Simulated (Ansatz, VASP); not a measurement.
**Two plane-wave programs on Se**

The input INCAR:

```
PREC = Accurate ; ENCUT = 520
EDIFF = 1E-7 ; ISMEAR = -1
SIGMA = 0.1 ; LREAL = F
LASPH = T ; NELM = 100
ALGO = Normal ; ISIF = 2
LWAVE = F ; LCHARG = T
GGA = RE ; LELF = T
LVHAR = T ; NBANDS = 13
```

KPOINTS

```
Automatic mesh
0
Gamma
  10 10 10
```

File POSCAR:

```
Se
1.0
    0.0000000000      3.0629846453      3.0629846453
    3.0629846453      0.0000000000      3.0629846453
    3.0629846453      3.0629846453      0.0000000000
Se
2
Direct
    0.1250000000      0.1250000000      0.1250000000
    0.8750000000      0.8750000000      0.8750000000
```

Input for Ansatz:

```yaml
crystal:
  lattice:
    - [0.0, 3.0629846453, 3.0629846453]
    - [3.0629846453, 0.0, 3.0629846453]
    - [3.0629846453, 3.0629846453, 0.0]
  atoms:
    - { symbol: Se, position: [0.125, 0.125, 0.125] }
    - { symbol: Se, position: [0.875, 0.875, 0.875] }
hamiltonian:
  xc: revpbe
  pseudopotentials:
    kind: paw
    azcp:
      Se: "pseudopotentials/Se.paw.azcp"
basis:
  ecutwfc: 420
  fft_grid_basis: typed
kpoints:
  mp_grid: { grid: [10, 10, 10], shift: [0, 0, 0] }
magnetization:
  spin_polarized: false
scf:
  occupations: { method: fermi_dirac, width: 0.1 }
  lower_state_search: "off"
output:
  stress: true
  write_density: true
  write_potential: true
  elf: true
  volumetric_format: npy
```

Alike in both runs: task single point; functional revPBE; k mesh 10 × 10 × 10; occupations fermi-dirac, width 0.1 eV; no spin polarisation.

```csv
,VASP,Ansatz
version,VASP 6.6.1,Ansatz 0.2.0
potentials or method,"VASP PAW PBE potentials, release 64 (Se), cutoff 520 eV","plane waves (420 eV) with PAW, scalar-relativistic"
valence electrons in the cell,12,32
```

```csv
,VASP,Ansatz,Ansatz less VASP
pressure (GPa),5.9,5.9,-0.02
```

VASP's potentials were made for PBE, not for revPBE. VASP's potentials hold 12 valence electrons a cell and Ansatz's 32, so a difference there can come from the potentials and not from the codes.
